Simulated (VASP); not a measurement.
Mg5ZnO6: density of states with PBE

Crystal: Mg5ZnO6.

```
CELL_PARAMETERS angstrom
3.26783 0.00000 0.00000
0.00000 3.26783 0.00000
0.00000 0.00000 13.77953
ATOMIC_POSITIONS crystal
Mg 0.00000 0.00000 0.00000
Mg 0.50000 0.50000 0.16697
Mg 0.00000 0.00000 0.33402
Mg 0.00000 0.00000 0.66598
Mg 0.50000 0.50000 0.83303
Zn 0.50000 0.50000 0.50000
O 0.50000 0.00000 0.08348
O 0.00000 0.50000 0.25048
O 0.50000 0.00000 0.41566
O 0.00000 0.50000 0.58434
O 0.50000 0.00000 0.74952
O 0.00000 0.50000 0.91652
```

```
Program                 : VASP 6.6.1
Task                    : density of states
Functional              : PBE
Potentials or basis     : VASP PAW PBE potentials, release 64 (Mg, Zn, O)
Cutoff                  : 520 eV
k mesh                  : 8 × 8 × 2
Occupations             : gaussian, width 0.02 eV
Spin                    : no spin polarisation
Dipole correction       : no
k mesh for the DOS      : 12 × 12 × 3
Occupations for the DOS : tetrahedron
Further INCAR settings  : ALGO = Normal; EDIFF = 1e-07; NBANDS = 41
```

```json
{"Valence electrons inside the program's atomic spheres": "Mg 0.42; Zn 10.81; O 5.08, 5.07, 5.04"}
```

Levels at points of the mesh, in eV from the valence-band top:
| k point | band 27 | band 28 | band 29 | band 30 | band 31 | band 32 |
| --- | --- | --- | --- | --- | --- | --- |
| (0.00, 0.00, 0.00) | -0.27 | 0.00 | 0.00 | 2.49 | 4.12 | 4.39 |
| (0.50, 0.00, 0.00) | -0.74 | -0.50 | -0.25 | 6.21 | 7.12 | 7.36 |
| (0.50, 0.50, 0.00) | -1.35 | -1.34 | -1.34 | 5.62 | 5.62 | 6.57 |

It took 8.4 min on 1 thread of AMD EPYC 9R45 (Zen 5), on a shared host, peak memory 0.38 GiB.
